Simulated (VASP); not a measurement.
# CO in VASP: single point with PBE+D3(BJ)

Aim: the single point of CO with PBE+D3(BJ).

Everything below comes from runs of VASP 6.6.1. Logs are shortened: lines on timing, memory, paths and dates and some standing lists are left out, and cuts for length are marked.

### 1 The cell of the first run

The cell holds a disordered packing, 24 atoms: a = 8.862 Å, b = 8.862 Å, c = 8.862 Å, α = 90.00°, β = 90.00°, γ = 90.00°.

### 2 Single point, PBE+D3(BJ)

INCAR

```
SYSTEM = CO
  PREC = Accurate
  ENCUT = 520
  EDIFF = 1E-6
  ISMEAR = -1
  SIGMA = 0.05
  LREAL = Auto
  LASPH = .TRUE.
  NELM = 60
  ALGO = Normal
  ISIF = 2
  LWAVE = .FALSE.
  LCHARG = .FALSE.
  GGA = PE
  IVDW = 12
  NBANDS = 78
```

KPOINTS

```
regular mesh
0
G
  1 1 1
  0 0 0
```

POSCAR

```
CO
1.0
    8.8620950000      0.0000000000      0.0000000000
    0.0000000000      8.8620950000      0.0000000000
    0.0000000000      0.0000000000      8.8620950000
O C
12 12
Direct
    0.6033439688      0.1599149568      0.9358439128
    0.7980952714      0.9647243801      0.5606199844
    0.9009936386      0.5447373962      0.2128047218
    0.8397510553      0.6317849529      0.7911002764
    0.3751723947      0.0425542939      0.6140421020
    0.1753763566      0.3372953058      0.7402608992
    0.0801066888      0.1728849785      0.2959951418
    0.3218969013      0.8703995633      0.9487219952
    0.6447474080      0.2493185076      0.3591994810
    0.4613586521      0.6076371626      0.5083639629
    0.4281358253      0.4802056641      0.0329975822
    0.6662579861      0.8995724543      0.2200846685
    0.6455389644      0.2323576472      0.8388345334
    0.8853357412      1.0485516809      0.6029601633
    0.8636951867      0.4501611050      0.1346856585
    0.9557263926      0.6858856989      0.7846863364
    0.2761764873     -0.0304919276      0.5784013565
    0.1462000009      0.3926411650      0.6284052326
    0.1571582627      0.1808484689      0.1936267996
    0.2090076360      0.8789879747      1.0091272395
    0.5172913302      0.2576654014      0.3493162859
    0.4160353589      0.6679922137      0.4047182035
    0.3040402694      0.4999179800      0.0586458934
    0.6900203226      0.8406131759      0.1087300690
```

Potentials or basis: VASP PAW PBE potentials, release 64 (O, C).

Command:

```sh
$ cat potpaw_PBE.64/O/POTCAR potpaw_PBE.64/C/POTCAR > POTCAR
$ mpirun -np 1 vasp_gam > vasp.out
```

OUTCAR:

```text
SYSTEM = CO
   PREC = Accurate
   ENCUT = 520
   EDIFF = 1E-6
   ISMEAR = -1
   LREAL = Auto
   LASPH = .TRUE.
   NELM = 60
   ISIF = 2
   GGA = PE
   IVDW = 12
 IVDW          = 12

 ion  position               nearest neighbor table
   1  0.603  0.160  0.936-  13 1.14
   2  0.798  0.965  0.561-  14 1.14
   3  0.901  0.545  0.213-  15 1.14
   4  0.840  0.632  0.791-  16 1.14
   5  0.375  0.043  0.614-  17 1.14
   6  0.175  0.337  0.740-  18 1.14
[... 16 lines left out ...]
  23  0.304  0.500  0.059-  11 1.14
  24  0.690  0.841  0.109-  12 1.14

  LATTYP: Found a simple cubic cell.
 ALAT       =     8.8620950000

  Lattice vectors:

 A1 = (   8.8620950000,   0.0000000000,   0.0000000000)
 A2 = (   0.0000000000,   8.8620950000,   0.0000000000)
 A3 = (   0.0000000000,   0.0000000000,   8.8620950000)

Analysis of symmetry for initial positions (statically):
=====================================================================
 Subroutine PRICEL returns:
 Original cell was already a primitive cell.

 Routine SETGRP: Setting up the symmetry group for a
 simple cubic supercell.

 Subroutine GETGRP returns: Found  1 space group operations
 (whereof  1 operations were pure point group operations)
 out of a pool of 48 trial point group operations.

The static configuration has the point symmetry C_1 .

Analysis of symmetry for dynamics (positions and initial velocities):
=====================================================================
 Subroutine PRICEL returns:
 Original cell was already a primitive cell.

 Routine SETGRP: Setting up the symmetry group for a
 simple cubic supercell.

 Subroutine GETGRP returns: Found  1 space group operations
 (whereof  1 operations were pure point group operations)
 out of a pool of 48 trial point group operations.

The dynamic configuration has the point symmetry C_1 .

 Subroutine INISYM returns: Found  1 space group operations
 (whereof  1 operations are pure point group operations),
 and found     1 'primitive' translations

----------------------------------------------------------------------------------------

                                     Primitive cell

  volume of cell :     695.9999

  direct lattice vectors                    reciprocal lattice vectors
     8.862095000  0.000000000  0.000000000     0.112840135  0.000000000  0.000000000
     0.000000000  8.862095000  0.000000000     0.000000000  0.112840135  0.000000000
     0.000000000  0.000000000  8.862095000     0.000000000  0.000000000  0.112840135

  length of vectors
     8.862095000  8.862095000  8.862095000     0.112840135  0.112840135  0.112840135

  position of ions in fractional coordinates (direct lattice)
     0.603343969  0.159914957  0.935843913
     0.798095271  0.964724380  0.560619984
     0.900993639  0.544737396  0.212804722
     0.839751055  0.631784953  0.791100276
     0.375172395  0.042554294  0.614042102
     0.175376357  0.337295306  0.740260899
[... 16 lines left out ...]
     0.304040269  0.499917980  0.058645893
     0.690020323  0.840613176  0.108730069

  ion indices of the primitive-cell ions
   primitive index   ion index
                 1           1
                 2           2
                 3           3
                 4           4
                 5           5
                 6           6
[... 16 lines left out ...]
                23          23
                24          24

----------------------------------------------------------------------------------------

 KPOINTS: regular mesh

Automatic generation of k-mesh.
 Grid dimensions read from file:
 generate k-points for:    1    1    1

 Generating k-lattice:

  Cartesian coordinates                     Fractional coordinates (reciprocal lattice)
     0.112840135  0.000000000  0.000000000     1.000000000  0.000000000  0.000000000
     0.000000000  0.112840135  0.000000000     0.000000000  1.000000000  0.000000000
     0.000000000  0.000000000  0.112840135     0.000000000  0.000000000  1.000000000

  Length of vectors
     0.112840135  0.112840135  0.112840135

  Shift w.r.t. Gamma in fractional coordinates (k-lattice)
     0.000000000  0.000000000  0.000000000

 Subroutine IBZKPT returns following result:
 ===========================================

 Found      1 irreducible k-points:

 Following reciprocal coordinates:
            Coordinates               Weight
  0.000000  0.000000  0.000000      1.000000
   k-points           NKPTS =      1   k-points in BZ     NKDIM =      1   number of bands    NBANDS=     78
   number of dos      NEDOS =    301   number of ions     NIONS =     24
   total plane-waves  NPLWV = 343000
   dimension x,y,z NGX =    70 NGY =   70 NGZ =   70
   dimension x,y,z NGXF=   140 NGYF=  140 NGZF=  140
   ions per type =              12  12
   NGX,Y,Z   is equivalent  to a cutoff of  13.13, 13.13, 13.13 a.u.
   NGXF,Y,Z  is equivalent  to a cutoff of  26.26, 26.26, 26.26 a.u.
 SYSTEM =  CO
   PREC   = accura    normal or accurate (medium, high low for compatibility)
   ISTART =      0    job   : 0-new  1-cont  2-samecut
   ICHARG =      2    charge: 1-file 2-atom 10-const
   ISPIN  =      1    spin polarized calculation?
   LNONCOLLINEAR =      F non collinear calculations
   LSORBIT =      F    spin-orbit coupling
   LASPH  =      T    aspherical Exc in radial PAW
   ENCUT  =  520.0 eV  38.22 Ry    6.18 a.u.  16.48 16.48 16.48*2*pi/ulx,y,z
   NELM   =     60;   NELMIN=  2; NELMDL= -5     # of ELM steps
   EDIFF  = 0.1E-05   stopping-criterion for ELM
   LREAL  =      T    real-space projection
   EDIFFG = 0.1E-04   stopping-criterion for IOM
   NSW    =      0    number of steps for IOM
   IBRION =     -1    ionic relax: 0-MD 1-quasi-New 2-CG
   NFREE  =      0    steps in history (QN), initial steepest desc. (CG)
   ISIF   =      2    stress and relaxation
   ISYM   =      2    0-nonsym 1-usesym 2-fastsym
   POTIM  = 0.5000    time-step for ionic-motion
   TEBEG  =    0.0;   TEEND  =   0.0 temperature during run
   PSTRESS=    0.0 pullay stress
   NELECT =     120.0000    total number of electrons
   NUPDOWN=      -1.0000    fix difference up-down
   EMIN   =  10.00;   EMAX   =-10.00  energy-range for DOS
   EFERMI =   0.00;   METHOD = LEGACY
   ISMEAR =    -1;   SIGMA  =   0.05  broadening in eV -4-tet -1-fermi 0-gaus
   EFERMI_NEDOS =   21; number of points for ismear=-14 and -15
   IALGO  =     38    algorithm
   IMIX   =      4    mixing-type and parameters
     AMIX     =   0.40;   BMIX     =  1.00
     AMIX_MAG =   1.60;   BMIX_MAG =  1.00
  volume/ion in A,a.u.               =      29.00       195.70
  Fermi-wavevector in a.u.,A,eV,Ry     =   0.911169  1.721859 11.295946  0.830229
  Thomas-Fermi vector in A             =   2.035417
   LORBIT       =      0    0 simple, 1 ext, 2 COOP (PROOUT), +10 PAW based schemes
   GGA     = PE    functional components
   LHFCALC =     F    Hartree Fock is set to
   AEXX    =    0.0000 exact exchange contribution
   IVDW    =    12    specifies the selected vdW correction
   LEPSILON=     F    determine dielectric tensor
   LRPA    =     F    only Hartree local field effects (RPA)
 non-spin polarized calculation
  energy-cutoff  :      520.00
  volume of cell :      696.00
 maximum number of plane-waves:      9403
 NGX is ok and might be reduce to    70
   NGX = 33   NGY = 33   NGZ = 33

 number of electron     120.0000002 magnetization

 Free energy of the ion-electron system (eV)
  ---------------------------------------------------
  ext. energy  EPLUGINS =         0.00000000
  ---------------------------------------------------
  free energy    TOTEN  =      -177.61131960 eV

  energy without entropy =     -177.61131960  energy(sigma->0) =     -177.61131960

 E-fermi :  -4.6154     XC(G=0):  -5.5632

 val. band max:       -5.9000636339   @ k =   0.0000   0.0000   0.0000
 cond. band min:       0.0140692479   @ k =   0.0000   0.0000   0.0000
 fundamental gap:      5.9141328819
 Fermi energy:        -4.6153724909

 k-point     1 :       0.0000    0.0000    0.0000
  band No.  band energies     occupation
      1     -26.7507      2.00000
      2     -26.7379      2.00000
      3     -26.7285      2.00000
      4     -26.6571      2.00000
      5     -26.6408      2.00000
      6     -26.6318      2.00000
[... 64 lines left out ...]
     71       0.5956      0.00000
     72       0.6362      0.00000
 [bands above 72 left out]

------------------------ aborting loop because EDIFF is reached ----------------------------------------

 Edisp (eV)   -1.06868

 E8    (eV) :    -0.2711

  FORCE on cell =-STRESS in cart. coord.  units (eV):
  Direction    XX          YY          ZZ          XY          YZ          ZX
  --------------------------------------------------------------------------------------
  -------------------------------------------------------------------------------------
  Total       3.78922     1.87976     3.00649     0.83636     0.03051    -0.27801
  in kB       8.72270     4.32716     6.92089     1.92528     0.07024    -0.63998
  external pressure =        6.66 kB  Pullay stress =        0.00 kB

 VOLUME and BASIS-vectors are now :
 -----------------------------------------------------------------------------
  energy-cutoff  :      520.00
  volume of cell :      696.00
      direct lattice vectors                 reciprocal lattice vectors
     8.862095000  0.000000000  0.000000000     0.112840135  0.000000000  0.000000000
     0.000000000  8.862095000  0.000000000     0.000000000  0.112840135  0.000000000
     0.000000000  0.000000000  8.862095000     0.000000000  0.000000000  0.112840135

 POSITION                                       TOTAL-FORCE (eV/Angst)
 -----------------------------------------------------------------------------------
      5.34689      1.41718      8.29354        -0.275817     -0.460976      0.637589
      7.07280      8.54948      4.96827        -0.591513     -0.574507     -0.297037
      7.98469      4.82751      1.88590         0.216551      0.582821      0.493027
      7.44195      5.59894      7.01081        -0.757987     -0.354672      0.032675
      3.32481      0.37712      5.44170         0.752683      0.559157      0.273538
      1.55420      2.98914      6.56026         0.206646     -0.382500      0.762154
[... 16 lines left out ...]
      2.69443      4.43032      0.51973        -0.793496      0.114629      0.158210
      6.11503      7.44959      0.96358         0.159469     -0.356088     -0.700272
 -----------------------------------------------------------------------------------
    total drift:                               -0.001870     -0.000105      0.005614

  FREE ENERGIE OF THE ION-ELECTRON SYSTEM (eV)
  ---------------------------------------------------
  free  energy   TOTEN  =      -178.6800018368 eV

  energy  without entropy=     -178.6800018367  energy(sigma->0) =     -178.68000184
```

Wall time 88 s (1 thread of Oxide Virtual Turin-like, shared host); peak memory 0.6 GiB.

What came out:

| Item | Value |
| --- | --- |
| Free energy | -178.6800 eV |
| Pressure | 0.7 GPa |
| Largest force | 0.991 eV/Å |
| Dispersion energy per atom | -0.045 eV |

Forces in eV/Å, atoms in the order of the input:
```
O   -0.276 -0.461  0.638
O   -0.592 -0.575 -0.297
O    0.217  0.583  0.493
O   -0.758 -0.355  0.033
O    0.753  0.559  0.274
O    0.207 -0.383  0.762
O   -0.404 -0.050  0.541
O    0.665 -0.041 -0.358
O    0.860 -0.049  0.067
O    0.283 -0.381  0.663
O    0.786 -0.113 -0.159
O   -0.157  0.367  0.695
C    0.262  0.471 -0.637
C    0.609  0.579  0.295
C   -0.218 -0.584 -0.499
C    0.757  0.346 -0.037
C   -0.764 -0.568 -0.276
C   -0.202  0.376 -0.766
C    0.410  0.049 -0.537
C   -0.663  0.042  0.375
C   -0.859  0.051 -0.068
C   -0.281  0.378 -0.657
C   -0.793  0.115  0.158
C    0.159 -0.356 -0.700
```

Stress tensor (GPa, compression positive):
```
 0.87  0.19 -0.06
 0.19  0.43  0.01
-0.06  0.01  0.69
```

Caveat: the k points lie up to 0.71 Å⁻¹ apart.
